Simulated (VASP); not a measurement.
# GeS (Pnma) in VASP: single point with PBE+D3(BJ)

Aim: the single point of GeS with PBE+D3(BJ).

Program: VASP 6.6.1. These are calculated values, not measurements. Logs are shortened: lines on timing, memory, paths and dates and some standing lists are left out, and cuts for length are marked.

## 1. The cell of the first run

The structure is orthorhombic, space group Pnma (No. 62). The conventional cell has a = 10.659 Å, b = 3.682 Å, c = 4.353 Å, α = 90.00°, β = 90.00°, γ = 90.00°. Within 3.5 Å of Ge (site symmetry m) lie 6 S at 2.46 to 3.32 Å and 2 Ge at 3.44 Å. S (site symmetry m) has 6 Ge at 2.46 to 3.32 Å within 3.4 Å.

## 2. Single point, PBE+D3(BJ)

The input, INCAR:

```
  PREC = Accurate
  ENCUT = 500
  EDIFF = 1E-6
  ISMEAR = 0
  SIGMA = 0.02
  LREAL = False
  LASPH = True
  NELM = 120
  ALGO = Normal
  ISIF = 2
  LWAVE = False
  LCHARG = True
  GGA = PE
  IVDW = 12
  LELF = True
  LVHAR = True
  NBANDS = 50
  GGA_COMPAT = False
```

The input, KPOINTS:

```
regular mesh
0
Gamma
  4 8 6
```

The input, POSCAR:

```
GeS
1.0
   10.6589142710      0.0000000000      0.0000000000
    0.0000000000      3.6824656371      0.0000000000
    0.0000000000      0.0000000000      4.3527660185
Ge S
4 4
Direct
    0.1245011132      0.2500000000      0.1349001725
    0.8754988868      0.7500000000      0.8650998275
    0.3754988868      0.7500000000      0.6349001725
    0.6245011132      0.2500000000      0.3650998275
    0.8494090562      0.2500000000      0.4948583125
    0.1505909438      0.7500000000      0.5051416875
    0.6505909438      0.7500000000     -0.0051416875
    0.3494090562      0.2500000000      1.0051416875
```

Potentials or basis: VASP PAW PBE potentials, release 64 (Ge_d, S).

Launch:

```sh
> cat potpaw_PBE.64/Ge_d/POTCAR potpaw_PBE.64/S/POTCAR > POTCAR
> mpirun -np 1 vasp_std > vasp.out
```

OUTCAR:

```text
PREC = Accurate
   ENCUT = 500
   EDIFF = 1E-6
   ISMEAR = 0
   LREAL = False
   LASPH = True
   NELM = 120
   ISIF = 2
   GGA = PE
   IVDW = 12
 IVDW          = 12

 ion  position               nearest neighbor table
   1  0.125  0.250  0.135-   6 2.46   6 2.46   8 2.46
   2  0.875  0.750  0.865-   5 2.46   5 2.46   7 2.46
   3  0.375  0.750  0.635-   8 2.46   8 2.46   6 2.46
   4  0.625  0.250  0.365-   7 2.46   7 2.46   5 2.46
   5  0.849  0.250  0.495-   2 2.46   2 2.46   4 2.46
   6  0.151  0.750  0.505-   1 2.46   1 2.46   3 2.46
   7  0.651  0.750  0.995-   4 2.46   4 2.46   2 2.46
   8  0.349  0.250  0.005-   3 2.46   3 2.46   1 2.46

  LATTYP: Found a simple orthorhombic cell.
 ALAT       =     3.6824656371
 B/A-ratio  =     1.1820248843
 C/A-ratio  =     2.8945047480

  Lattice vectors:

 A1 = (   0.0000000000,   3.6824656371,   0.0000000000)
 A2 = (   0.0000000000,   0.0000000000,   4.3527660185)
 A3 = (  10.6589142710,   0.0000000000,   0.0000000000)

Analysis of symmetry for initial positions (statically):
=====================================================================
 Subroutine PRICEL returns:
 Original cell was already a primitive cell.

 Routine SETGRP: Setting up the symmetry group for a
 simple orthorhombic supercell.

 Subroutine GETGRP returns: Found  8 space group operations
 (whereof  2 operations were pure point group operations)
 out of a pool of  8 trial point group operations.

The static configuration has the point symmetry S_2 .
 The point group associated with its full space group is D_2h.

Analysis of symmetry for dynamics (positions and initial velocities):
=====================================================================
 Subroutine PRICEL returns:
 Original cell was already a primitive cell.

 Routine SETGRP: Setting up the symmetry group for a
 simple orthorhombic supercell.

 Subroutine GETGRP returns: Found  8 space group operations
 (whereof  2 operations were pure point group operations)
 out of a pool of  8 trial point group operations.

The dynamic configuration has the point symmetry S_2 .
 The point group associated with its full space group is D_2h.

 Subroutine INISYM returns: Found  8 space group operations
 (whereof  2 operations are pure point group operations),
 and found     1 'primitive' translations

----------------------------------------------------------------------------------------

                                     Primitive cell

  volume of cell :     170.8508

  direct lattice vectors                    reciprocal lattice vectors
    10.658914271  0.000000000  0.000000000     0.093818186  0.000000000  0.000000000
     0.000000000  3.682465637  0.000000000     0.000000000  0.271557184  0.000000000
     0.000000000  0.000000000  4.352766018     0.000000000  0.000000000  0.229738974

  length of vectors
    10.658914271  3.682465637  4.352766018     0.093818186  0.271557184  0.229738974

  position of ions in fractional coordinates (direct lattice)
     0.124501113  0.250000000  0.134900172
     0.875498887  0.750000000  0.865099828
     0.375498887  0.750000000  0.634900172
     0.624501113  0.250000000  0.365099828
     0.849409056  0.250000000  0.494858312
     0.150590944  0.750000000  0.505141687
     0.650590944  0.750000000  0.994858312
     0.349409056  0.250000000  0.005141688

  ion indices of the primitive-cell ions
   primitive index   ion index
                 1           1
                 2           2
                 3           3
                 4           4
                 5           5
                 6           6
                 7           7
                 8           8

----------------------------------------------------------------------------------------

 KPOINTS: regular mesh

Automatic generation of k-mesh.
 Grid dimensions read from file:
 generate k-points for:    4    8    6

 Generating k-lattice:

  Cartesian coordinates                     Fractional coordinates (reciprocal lattice)
     0.023454546  0.000000000  0.000000000     0.250000000  0.000000000  0.000000000
     0.000000000  0.033944648  0.000000000     0.000000000  0.125000000  0.000000000
     0.000000000  0.000000000  0.038289829     0.000000000  0.000000000  0.166666667

  Length of vectors
     0.023454546  0.033944648  0.038289829

  Shift w.r.t. Gamma in fractional coordinates (k-lattice)
     0.000000000  0.000000000  0.000000000

 Subroutine IBZKPT returns following result:
 ===========================================

 Found     60 irreducible k-points:

 Following reciprocal coordinates:
            Coordinates               Weight
  0.000000  0.000000  0.000000      1.000000
  0.250000  0.000000  0.000000      2.000000
  0.500000  0.000000  0.000000      1.000000
  0.000000  0.125000  0.000000      2.000000
  0.250000  0.125000  0.000000      4.000000
  0.500000  0.125000  0.000000      2.000000
[... 16 lines left out ...]
  0.250000  0.250000  0.166667      8.000000
  0.500000  0.250000  0.166667      4.000000
 [... further k-points ...]
   k-points           NKPTS =     60   k-points in BZ     NKDIM =     60   number of bands    NBANDS=     50
   number of dos      NEDOS =    301   number of ions     NIONS =      8
   total plane-waves  NPLWV =  71680
   dimension x,y,z NGX =    80 NGY =   28 NGZ =   32
   dimension x,y,z NGXF=   160 NGYF=   56 NGZF=   64
   ions per type =               4   4
   NGX,Y,Z   is equivalent  to a cutoff of  12.48, 12.64, 12.22 a.u.
   NGXF,Y,Z  is equivalent  to a cutoff of  24.96, 25.28, 24.44 a.u.
 SYSTEM =  unknown system
   PREC   = accura    normal or accurate (medium, high low for compatibility)
   ISTART =      0    job   : 0-new  1-cont  2-samecut
   ICHARG =      2    charge: 1-file 2-atom 10-const
   ISPIN  =      1    spin polarized calculation?
   LNONCOLLINEAR =      F non collinear calculations
   LSORBIT =      F    spin-orbit coupling
   LASPH  =      T    aspherical Exc in radial PAW
   ENCUT  =  500.0 eV  36.75 Ry    6.06 a.u.  19.43  6.71  7.94*2*pi/ulx,y,z
   NELM   =    120;   NELMIN=  2; NELMDL= -5     # of ELM steps
   EDIFF  = 0.1E-05   stopping-criterion for ELM
   LREAL  =      F    real-space projection
   EDIFFG = 0.1E-04   stopping-criterion for IOM
   NSW    =      0    number of steps for IOM
   IBRION =     -1    ionic relax: 0-MD 1-quasi-New 2-CG
   NFREE  =      0    steps in history (QN), initial steepest desc. (CG)
   ISIF   =      2    stress and relaxation
   ISYM   =      2    0-nonsym 1-usesym 2-fastsym
   POTIM  = 0.5000    time-step for ionic-motion
   TEBEG  =    0.0;   TEEND  =   0.0 temperature during run
   PSTRESS=    0.0 pullay stress
   NELECT =      80.0000    total number of electrons
   NUPDOWN=      -1.0000    fix difference up-down
   EMIN   =  10.00;   EMAX   =-10.00  energy-range for DOS
   EFERMI =   0.00;   METHOD = LEGACY
   ISMEAR =     0;   SIGMA  =   0.02  broadening in eV -4-tet -1-fermi 0-gaus
   EFERMI_NEDOS =   21; number of points for ismear=-14 and -15
   IALGO  =     38    algorithm
   IMIX   =      4    mixing-type and parameters
     AMIX     =   0.40;   BMIX     =  1.00
     AMIX_MAG =   1.60;   BMIX_MAG =  1.00
  volume/ion in A,a.u.               =      21.36       144.12
  Fermi-wavevector in a.u.,A,eV,Ry     =   1.271254  2.402323 21.988211  1.616088
  Thomas-Fermi vector in A             =   2.404198
   LORBIT       =      0    0 simple, 1 ext, 2 COOP (PROOUT), +10 PAW based schemes
   GGA     = PE    functional components
   LHFCALC =     F    Hartree Fock is set to
   AEXX    =    0.0000 exact exchange contribution
   IVDW    =    12    specifies the selected vdW correction
   LEPSILON=     F    determine dielectric tensor
   LRPA    =     F    only Hartree local field effects (RPA)
 non-spin polarized calculation
 Gauss-broadening in eV      SIGMA  =   0.02
  energy-cutoff  :      500.00
  volume of cell :      170.85
 maximum number of plane-waves:      4376
 NGX is ok and might be reduce to    80
   NGX = 39   NGY = 13   NGZ = 15

 number of electron      80.0000041 magnetization

 Free energy of the ion-electron system (eV)
  ---------------------------------------------------
  ext. energy  EPLUGINS =         0.00000000
  ---------------------------------------------------
  free energy    TOTEN  =       -36.63871037 eV

  energy without entropy =      -36.63871037  energy(sigma->0) =      -36.63871037

 E-fermi :   4.6499     XC(G=0):  -9.9185

 val. band max:        4.5214729008   @ k =   0.0000   0.0000   0.3333
 cond. band min:       5.7463535603   @ k =   0.0000   0.0000   0.0000
 fundamental gap:      1.2248806595
 Fermi energy:         4.6498901252

 k-point     1 :       0.0000    0.0000    0.0000
  band No.  band energies     occupation
      1     -19.8180      2.00000
      2     -19.8157      2.00000
      3     -19.8112      2.00000
      4     -19.8097      2.00000
      5     -19.8091      2.00000
      6     -19.8081      2.00000
[... 42 lines left out ...]
     49      10.0660      0.00000
     50      10.5367      0.00000

 k-point     2 :       0.2500    0.0000    0.0000
  band No.  band energies     occupation
      1     -19.8177      2.00000
      2     -19.8161      2.00000
      3     -19.8109      2.00000
      4     -19.8099      2.00000
      5     -19.8090      2.00000
      6     -19.8084      2.00000
[... 42 lines left out ...]
     49      10.2647      0.00000
     50      10.2782      0.00000

 k-point     3 :       0.5000    0.0000    0.0000
  band No.  band energies     occupation
      1     -19.8170      2.00000
      2     -19.8170      2.00000
      3     -19.8104      2.00000
      4     -19.8104      2.00000
      5     -19.8088      2.00000
      6     -19.8088      2.00000
[... 1102 lines left out ...]
     49       9.0049      0.00000
     50       9.7287      0.00000

 k-point    24 :       0.5000    0.2500    0.1667
  band No.  band energies     occupation
      1     -19.8138      2.00000
      2     -19.8138      2.00000
      3     -19.8120      2.00000
      4     -19.8120      2.00000
      5     -19.8074      2.00000
      6     -19.8074      2.00000
[... 42 lines left out ...]
     49       9.3356      0.00000
     50       9.3356      0.00000

 [... further k-points ...]

------------------------ aborting loop because EDIFF is reached ----------------------------------------

 Edisp (eV)   -2.61829

 E8    (eV) :    -1.0685

  FORCE on cell =-STRESS in cart. coord.  units (eV):
  Direction    XX          YY          ZZ          XY          YZ          ZX
  --------------------------------------------------------------------------------------
  -------------------------------------------------------------------------------------
  Total      -0.11775    -0.13607    -0.06513     0.00000     0.00000     0.00000
  in kB      -1.10417    -1.27598    -0.61078     0.00000     0.00000     0.00000
  external pressure =       -1.00 kB  Pullay stress =        0.00 kB

 VOLUME and BASIS-vectors are now :
 -----------------------------------------------------------------------------
  energy-cutoff  :      500.00
  volume of cell :      170.85
      direct lattice vectors                 reciprocal lattice vectors
    10.658914271  0.000000000  0.000000000     0.093818186  0.000000000  0.000000000
     0.000000000  3.682465637  0.000000000     0.000000000  0.271557184  0.000000000
     0.000000000  0.000000000  4.352766018     0.000000000  0.000000000  0.229738974

 POSITION                                       TOTAL-FORCE (eV/Angst)
 -----------------------------------------------------------------------------------
      1.32705      0.92062      0.58719         0.002103     -0.000000     -0.005525
      9.33187      2.76185      3.76558        -0.002103      0.000000      0.005525
      4.00241      2.76185      2.76357        -0.002103      0.000000     -0.005525
      6.65650      0.92062      1.58919         0.002103      0.000000      0.005525
      9.05378      0.92062      2.15400        -0.001481     -0.000000     -0.003834
      1.60514      2.76185      2.19876         0.001481      0.000000      0.003834
      6.93459      2.76185      4.33039         0.001481      0.000000     -0.003834
      3.72432      0.92062      0.02238        -0.001481     -0.000000      0.003834
 -----------------------------------------------------------------------------------
    total drift:                               -0.000000      0.000000      0.000000

  FREE ENERGIE OF THE ION-ELECTRON SYSTEM (eV)
  ---------------------------------------------------
  free  energy   TOTEN  =       -39.2569953782 eV

  energy  without entropy=      -39.2569953782  energy(sigma->0) =      -39.25699538
```

Wall time 4.9 min (1 thread of Intel Xeon Platinum 8375C at 2.90GHz (Ice Lake), shared host); peak memory 0.49 GiB.

What came out:

| Quantity | Value |
| --- | --- |
| Free energy | -39.2570 eV |
| Pressure | -0.1 GPa |
| Largest force | 0.006 eV/Å |
| Band gap on the k mesh | 1.22 eV (least direct gap 1.26 eV) |
| Dispersion energy per atom | -0.327 eV |

Forces on the atoms (eV/Å):
```
Ge   0.002  0.000 -0.006
Ge  -0.002  0.000  0.006
Ge  -0.002  0.000 -0.006
Ge   0.002  0.000  0.006
S   -0.001  0.000 -0.004
S    0.001  0.000  0.004
S    0.001  0.000 -0.004
S   -0.001  0.000  0.004
```
